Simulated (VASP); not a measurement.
Here is a VASP 6.6.1 calculation.

Contents of INCAR:

```
PREC = Accurate ; ENCUT = 520
EDIFF = 1E-7 ; ISMEAR = -1
SIGMA = 0.05 ; LREAL = False
LASPH = True ; NELM = 80
ALGO = Normal ; ISIF = 2
LWAVE = False ; LCHARG = True
LELF = True ; LVHAR = True
NBANDS = 18
```

Contents of KPOINTS:

```
Automatic mesh
0
Gamma
  10 10 1
```

POSCAR

```
TiH5
1.0
    3.0575400000      0.0000000000      0.0000000000
   -1.5287700000      2.6479000000      0.0000000000
    0.0000000000      0.0000000000     30.8867600000
Ti H
1 5
Direct
    0.6666700000      0.3333300000      0.2752000000
    0.3333300000      0.6666700000      0.3100500000
    0.3333300000      0.6666700000      0.2403500000
    0.6666700000      0.3333300000      0.2178000000
    0.6666700000      0.3333300000      0.3326000000
    0.0000000000      0.0000000000      0.2752000000
```

Potentials or basis: VASP PAW LDA potentials, release 64 (Ti_sv, H).

The run is started by

```bash
$ cat potpaw_LDA.64/Ti_sv/POTCAR potpaw_LDA.64/H/POTCAR > POTCAR
$ mpirun -np 1 vasp_std > vasp.out
```

**Question.** Estimate the largest force.

**Answer.** 0.100 eV/Å.

**Question.** What does it give for the band gap on the k mesh?

**Answer.** Zero (an odd number of electrons rules out a gap without spin polarisation).

Forces in eV/Å, atoms in the order of the input:
```
Ti   0.000  0.000  0.000
H    0.000  0.000 -0.069
H    0.000  0.000  0.069
H    0.000  0.000  0.100
H    0.000  0.000 -0.100
H    0.000  0.000  0.000
```
